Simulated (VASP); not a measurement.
# Pb (Fm-3m) in VASP: a series of runs

Runs on Pb. Level: r2SCAN. Tasks: single point.

Everything below comes from runs of VASP 6.6.1. Logs are shortened: lines on timing, memory, paths and dates and some standing lists are left out, and cuts for length are marked.

## 1. The cell of the first run

The structure is cubic, space group Fm-3m (No. 225). The conventional cell has a = 4.989 Å, b = 4.989 Å, c = 4.989 Å, α = 90.00°, β = 90.00°, γ = 90.00°. Pb (site symmetry m-3m) has 12 Pb at 3.53 Å within 4.6 Å.

## 2. Single point, r2SCAN

Contents of POSCAR:

```
Pb
1.0
    0.0000000000      2.4946408835      2.4946408835
    2.4946408835      0.0000000000      2.4946408835
    2.4946408835      2.4946408835      0.0000000000
Pb
1
Direct
    0.0000000000      0.0000000000      0.0000000000
```

Contents of INCAR.step1:

```
SYSTEM = Pb
PREC = Accurate
ENCUT = 520
ISMEAR = -1
SIGMA = 0.1
LREAL = .False.
LASPH = .True.
NELM = 60
NBANDS = 13
GGA = PE
ALGO = Normal
EDIFF = 1E-4
LWAVE = .True.
LCHARG = .False.
```

Contents of INCAR.step2:

```
SYSTEM = Pb
PREC = Accurate
ENCUT = 520
EDIFF = 1E-6
ISMEAR = -1
SIGMA = 0.1
LREAL = .False.
LASPH = .True.
NELM = 60
ALGO = Normal
ISIF = 2
LWAVE = .False.
LCHARG = .False.
METAGGA = R2SCAN
LMIXTAU = .True.
NBANDS = 13
ISTART = 1
```

Contents of KPOINTS:

```
regular mesh
0
Gamma
  12 12 12
  0 0 0
```

Potentials or basis: VASP PAW PBE potentials, release 64 (Pb_d).

Command:

```
cat potpaw_PBE.64/Pb_d/POTCAR > POTCAR
cp INCAR.step1 INCAR
mpirun -np 1 vasp_std > vasp.out
cp INCAR.step2 INCAR
mpirun -np 1 vasp_std > vasp.out
```

OUTCAR:

```text
SYSTEM = Pb
   PREC = Accurate
   ENCUT = 520
   EDIFF = 1E-6
   ISMEAR = -1
   LREAL = .False.
   LASPH = .True.
   NELM = 60
   ISIF = 2
   METAGGA = R2SCAN
   ISTART = 1

 ion  position               nearest neighbor table
   1  0.000  0.000  0.000-

  LATTYP: Found a face centered cubic cell.
 ALAT       =     4.9892817670

  Lattice vectors:

 A1 = (   0.0000000000,   2.4946408835,   2.4946408835)
 A2 = (   2.4946408835,   0.0000000000,   2.4946408835)
 A3 = (   2.4946408835,   2.4946408835,   0.0000000000)

Analysis of symmetry for initial positions (statically):
=====================================================================
 Subroutine PRICEL returns:
 Original cell was already a primitive cell.

 Routine SETGRP: Setting up the symmetry group for a
 face centered cubic supercell.

 Subroutine GETGRP returns: Found 48 space group operations
 (whereof 48 operations were pure point group operations)
 out of a pool of 48 trial point group operations.

The static configuration has the point symmetry O_h .

Analysis of symmetry for dynamics (positions and initial velocities):
=====================================================================
 Subroutine PRICEL returns:
 Original cell was already a primitive cell.

 Routine SETGRP: Setting up the symmetry group for a
 face centered cubic supercell.

 Subroutine GETGRP returns: Found 48 space group operations
 (whereof 48 operations were pure point group operations)
 out of a pool of 48 trial point group operations.

The dynamic configuration has the point symmetry O_h .

 Subroutine INISYM returns: Found 48 space group operations
 (whereof 48 operations are pure point group operations),
 and found     1 'primitive' translations

----------------------------------------------------------------------------------------

                                     Primitive cell

  volume of cell :      31.0495

  direct lattice vectors                    reciprocal lattice vectors
     0.000000000  2.494640883  2.494640883    -0.200429650  0.200429650  0.200429650
     2.494640883  0.000000000  2.494640883     0.200429650 -0.200429650  0.200429650
     2.494640883  2.494640883  0.000000000     0.200429650  0.200429650 -0.200429650

  length of vectors
     3.527954971  3.527954971  3.527954971     0.347154338  0.347154338  0.347154338

  position of ions in fractional coordinates (direct lattice)
     0.000000000  0.000000000  0.000000000

  ion indices of the primitive-cell ions
   primitive index   ion index
[... 76 lines left out ...]
   NSW    =      0    number of steps for IOM
   IBRION =     -1    ionic relax: 0-MD 1-quasi-New 2-CG
   NFREE  =      0    steps in history (QN), initial steepest desc. (CG)
   ISIF   =      2    stress and relaxation
   ISYM   =      2    0-nonsym 1-usesym 2-fastsym
   POTIM  = 0.5000    time-step for ionic-motion
   TEBEG  =    0.0;   TEEND  =   0.0 temperature during run
   PSTRESS=    0.0 pullay stress
   NELECT =      14.0000    total number of electrons
   NUPDOWN=      -1.0000    fix difference up-down
   EMIN   =  10.00;   EMAX   =-10.00  energy-range for DOS
   EFERMI =   0.00;   METHOD = LEGACY
   ISMEAR =    -1;   SIGMA  =   0.10  broadening in eV -4-tet -1-fermi 0-gaus
   EFERMI_NEDOS =   21; number of points for ismear=-14 and -15
   IALGO  =     38    algorithm
   IMIX   =      4    mixing-type and parameters
     AMIX     =   0.40;   BMIX     =  1.00
     AMIX_MAG =   1.60;   BMIX_MAG =  1.00
  volume/ion in A,a.u.               =      31.05       209.53
  Fermi-wavevector in a.u.,A,eV,Ry     =   1.255354  2.372275 21.441600  1.575913
  Thomas-Fermi vector in A             =   2.389115
   LORBIT       =      0    0 simple, 1 ext, 2 COOP (PROOUT), +10 PAW based schemes
   METAGGA = R2SCAN    functional components
   LHFCALC =     F    Hartree Fock is set to
   AEXX    =    0.0000 exact exchange contribution
   IVDW    =     0    specifies the selected vdW correction
   LEPSILON=     F    determine dielectric tensor
   LRPA    =     F    only Hartree local field effects (RPA)
 non-spin polarized calculation
  energy-cutoff  :      520.00
  volume of cell :       31.05
 maximum number of plane-waves:       869
 NGX is ok and might be reduce to    28
   NGX = 13   NGY = 13   NGZ = 13

 number of electron      14.0000000 magnetization

 Free energy of the ion-electron system (eV)
  ---------------------------------------------------
  ext. energy  EPLUGINS =         0.00000000
  ---------------------------------------------------
  free energy    TOTEN  =       -56.28037873 eV

  energy without entropy =      -56.25592306  energy(sigma->0) =      -56.26815089

 E-fermi :   7.0084     XC(G=0): -10.7940

 val. band max:        6.9690870151   @ k =  -0.3333   0.2500   0.0000
 cond. band min:       7.0145916182   @ k =  -0.2500   0.0833   0.0000
 fundamental gap:      0.0455046031
 Fermi energy:         7.0083746778

 k-point     1 :       0.0000    0.0000    0.0000
  band No.  band energies     occupation
      1     -10.7412      2.00000
      2     -10.7412      2.00000
      3     -10.7412      2.00000
      4     -10.6039      2.00000
      5     -10.6039      2.00000
      6      -5.1690      2.00000
      7      14.4990      0.00000
      8      14.4990      0.00000
      9      14.4990      0.00000
     10      17.3614      0.00000
     11      18.9438      0.00000
     12      19.8902      0.00000
     13      19.8902      0.00000
[... 354 lines left out ...]
  band No.  band energies     occupation
      1     -10.7605      2.00000
      2     -10.7042      2.00000
      3     -10.6709      2.00000
      4     -10.5203      2.00000
      5     -10.4856      2.00000
      6      -1.2019      2.00000
      7       3.3703      2.00000
      8       9.2339      0.00000
      9      11.7942      0.00000
     10      15.3052      0.00000
     11      19.3669      0.00000
     12      20.1505      0.00000
     13      22.7320      0.00000

 [... further k-points ...]
[... 5 lines left out ...]
  --------------------------------------------------------------------------------------
  -------------------------------------------------------------------------------------
  Total        0.0676240      0.0676240      0.0676240      0.0000000      0.0000000     -0.0000000
  in kB        3.4894511      3.4894511      3.4894511      0.0000000      0.0000000     -0.0000000
  external PRESSURE =       3.4894511 kB  Pullay stress =       0.0000000 kB

 VOLUME and BASIS-vectors are now :
 -----------------------------------------------------------------------------
  energy-cutoff  :      520.00
  volume of cell :       31.05
      direct lattice vectors                 reciprocal lattice vectors
     0.000000000  2.494640883  2.494640883    -0.200429650  0.200429650  0.200429650
     2.494640883  0.000000000  2.494640883     0.200429650 -0.200429650  0.200429650
     2.494640883  2.494640883  0.000000000     0.200429650  0.200429650 -0.200429650

 POSITION                                       TOTAL-FORCE (eV/Angst)
 -----------------------------------------------------------------------------------
      0.00000      0.00000      0.00000         0.000000      0.000000      0.000000
 -----------------------------------------------------------------------------------
    total drift:                               -0.000000     -0.000000     -0.000000

  FREE ENERGIE OF THE ION-ELECTRON SYSTEM (eV)
  ---------------------------------------------------
  free  energy   TOTEN  =       -56.2803787278 eV

  energy  without entropy=      -56.2559230618  energy(sigma->0) =      -56.26815089
```

OUTCAR.step1:

```text
SYSTEM = Pb
   PREC = Accurate
   ENCUT = 520
   ISMEAR = -1
   LREAL = .False.
   LASPH = .True.
[... 601 lines left out ...]
 -----------------------------------------------------------------------------------
      0.00000      0.00000      0.00000         0.000000      0.000000     -0.000000
 -----------------------------------------------------------------------------------
    total drift:                               -0.000000     -0.000000     -0.000000

  FREE ENERGIE OF THE ION-ELECTRON SYSTEM (eV)
  ---------------------------------------------------
  free  energy   TOTEN  =        -3.5618530018 eV

  energy  without entropy=       -3.5370659239  energy(sigma->0) =       -3.54945946
```

Run time: 2.6 min. Hardware: 1 thread of Intel Xeon Platinum 8259CL at 2.50GHz (Skylake/Cascade Lake), shared host; peak memory 0.18 GiB.

Results:

| Quantity | Value |
| --- | --- |
| Free energy | -56.2804 eV |
| Pressure | 0.3 GPa |
| Band gap on the k mesh | zero (band 7 reaches 14.50 eV, above the bottom of band 8 at 5.37 eV) |

Levels at points of the mesh, in eV from the Fermi level:
| k point | band 5 | band 6 | band 7 | band 8 | band 9 | band 10 |
| --- | --- | --- | --- | --- | --- | --- |
| (0.00, 0.00, 0.00) | -17.61 | -12.18 | 7.49 | 7.49 | 7.49 | 10.35 |
| (0.50, 0.00, 0.00) | -17.48 | -8.50 | -4.30 | 5.62 | 5.62 | 9.79 |
| (0.50, 0.50, 0.00) | -17.44 | -7.06 | -3.41 | 2.05 | 2.05 | 5.80 |

Caveat: the PAW data sets were made with another functional, which shifts forces and pressure a little; spin-orbit coupling is left out, which moves the levels of the heavy elements.

(Continued in part 2 of 2.)
